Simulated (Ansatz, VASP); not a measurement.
**Ta2N in VASP and in Ansatz**

File INCAR:

```
SYSTEM = Ta2N
  PREC = Accurate
  ENCUT = 600
  EDIFF = 1E-6
  ISMEAR = 0
  SIGMA = 0.1
  LREAL = .FALSE.
  LASPH = .TRUE.
  NELM = 100
  ALGO = Normal
  ISIF = 3
  LWAVE = .FALSE.
  LCHARG = .FALSE.
  GGA = PE
  IBRION = 2
  NSW = 100
  EDIFFG = -0.005
```

Contents of KPOINTS:

```
Automatic mesh
0
G
  18 18 10
  0 0 0
```

The input POSCAR:

```
Ta2N
1.0
    3.1128615060      0.0000000000      0.0000000000
   -1.5564307530      2.6958171426      0.0000000000
    0.0000000000      0.0000000000      4.8698410000
Ta N
2 1
Direct
    0.6666666700      0.3333333300      0.7452890000
    0.3333333300      0.6666666700      0.2547110000
    0.0000000000      0.0000000000      0.0000000000
```

Input for Ansatz:

```yaml
crystal:
  lattice:
    - [3.112861506, 0.0, 0.0]
    - [-1.556430753, 2.6958171426, 0.0]
    - [0.0, 0.0, 4.869841]
  atoms:
    - { symbol: Ta, position: [0.66666667, 0.33333333, 0.745289] }
    - { symbol: Ta, position: [0.33333333, 0.66666667, 0.254711] }
    - { symbol: "N", position: [0.0, 0.0, 0.0] }
basis:
  ecutwfc: 420
kpoints:
  mp_grid: { grid: [18, 18, 10] }
hamiltonian:
  xc: pbe
scf:
  occupations: { method: gaussian, width: 0.1 }
output:
  forces: true
  stress: true
  eigenvalues: true
relax:
  adjacent_minimum: "off"
  f_tol: 0.005
  max_steps: 80
  cell: { stress_tol: 0.05 }
```

Alike in both runs: task relaxation of cell and atoms; functional PBE; k mesh 18 × 18 × 10; occupations gaussian, width 0.1 eV; no spin polarisation.

```csv
,VASP,Ansatz
version,VASP 6.6.1,Ansatz 0.2.0
potentials or method,"VASP PAW PBE potentials, release 64 (Ta_pv, N), cutoff 600 eV","scalar-relativistic, plane waves, PAW"
valence electrons in the cell,27,31
```

|  | VASP | Ansatz | Ansatz less VASP |
| --- | --- | --- | --- |
| gap on the k mesh at the Fermi level, each at its own relaxed structure (eV) | none | none | - |
| relaxed volume (Å³/atom) | 13.57 | 13.55 | -0.016 |
| relaxed length of the cell vector where the two differ most in proportion (Å) | 4.885 | 4.882 | -0.0031 |

A gap of «none» marks a metal or a gap that the smearing closes. VASP's potentials hold 27 valence electrons a cell and Ansatz's 31, so a difference there can come from the potentials and not from the codes.

Spin-orbit coupling is off throughout.
